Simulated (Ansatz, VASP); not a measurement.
Si in VASP and in Ansatz

```xyz
17
Lattice="0.0000 5.4300 5.4300 5.4300 0.0000 5.4300 5.4300 5.4300 0.0000" Properties=species:S:1:pos:R:3 pbc="T T T"
Si   -0.0011    0.0013   -0.0128
Si    1.3340    1.3345    1.3299
Si    2.7155    2.7156   -0.0382
Si    4.0959    4.0964    1.3304
Si    2.7123   -0.0343    2.7096
Si    4.0903    1.3407    4.0843
Si    5.4654    2.7187    2.7095
Si    6.7829    4.0781    4.0744
Si   -0.0346    2.7128    2.7099
Si    1.3390    4.0920    4.0856
Si    2.7182    5.4657    2.7099
Si    4.0781    6.7829    4.0746
Si    2.7149    2.7159    5.4595
Si    4.0754    4.0758    6.7804
Si    5.4304    5.4303    5.4296
Si    6.7850    6.7853    6.7802
Si    8.1439    8.1463    2.7020
```

Alike in both runs: functional LDA; k mesh 2 × 2 × 2; occupations gaussian, width 0.02 eV; no spin polarisation.

Ansatz relaxed the structure, and its values are those at the end. VASP's run is a single point on that final structure, the one shown.

|  | VASP | Ansatz |
| --- | --- | --- |
| version | VASP 6.6.1 | Ansatz 0.2.0 |
| potentials or method | VASP PAW LDA potentials, release 64 (Si), cutoff 520 eV | scalar-relativistic, plane waves, PAW |
| valence electrons in the cell | 68 | 68 |

```csv
,VASP,Ansatz,Ansatz less VASP
rms of the force components (eV/Å),0.010,0.010,+0.0006
```

Ansatz warns that its potentials were made for another functional, while VASP's fit it. LDA's correlation is that of Perdew and Zunger in VASP and of Perdew and Wang (1992) in Ansatz.

The k mesh is coarse, so the values compare programs but aren't converged.
